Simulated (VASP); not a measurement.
Set up this calculation in VASP 6.6.1, as the native input.

* Task: single point
* Functional: PBE
* Potentials or basis: VASP PAW PBE potentials, release 64 (Mg)
* Cutoff: 520 eV
* k mesh: 8 × 8 × 8
* Occupations: gaussian, width 0.1 eV
* Spin: no spin polarisation
* Dipole correction: no
* Further INCAR settings: ALGO = Normal; EDIFF = 1e-06; NBANDS = 7

The structure of Mg lies in POSCAR:

```
Mg
1.0
   -1.4350389300      1.7186403000      2.5501216900
    1.4350389300     -1.7186403000      2.5501216900
    1.4350389300      1.7186403000     -2.5501216900
Mg
1
Direct
    0.0000000000      0.5000000000      0.5000000000
```

The cell was generated, and may not be a known phase.

One way to write it, as run:

INCAR

```
SYSTEM = Mg
ALGO     = Normal         ! electronic algorithm
EDIFF    = 1E-6           ! SCF threshold, eV
ENCUT    = 520            ! plane-wave cutoff, eV
GGA      = PE             ! functional
ISIF     = 2              ! what is computed and relaxed
ISMEAR   = 0              ! smearing method
LASPH    = .TRUE.         ! aspherical terms in the spheres
LCHARG   = .FALSE.        ! write CHGCAR
LREAL    = .FALSE.        ! projectors in reciprocal space
LWAVE    = .FALSE.        ! write WAVECAR
NBANDS   = 7              ! bands
NELM     = 100            ! most SCF steps
PREC     = Accurate       ! precision mode
SIGMA    = 0.1            ! smearing width, eV
```

KPOINTS

```
k-points
0
G
  8 8 8
  0 0 0
```

Potentials or basis: VASP PAW PBE potentials, release 64 (Mg).

Launch:

```console
$ cat potpaw_PBE.64/Mg/POTCAR > POTCAR
$ mpirun -np 1 vasp_std > vasp.out
```

Results of the run:

The pressure is -1.3 GPa and the band gap on the k mesh is zero (bands 1 and 2 overlap by 3.31 eV).

Caveat: the stress differs along the axes, from -5 to 6 GPa.

It took 13 s on 1 thread of Intel Xeon 8259CL, with other jobs on the host, peak memory 0.16 GiB.
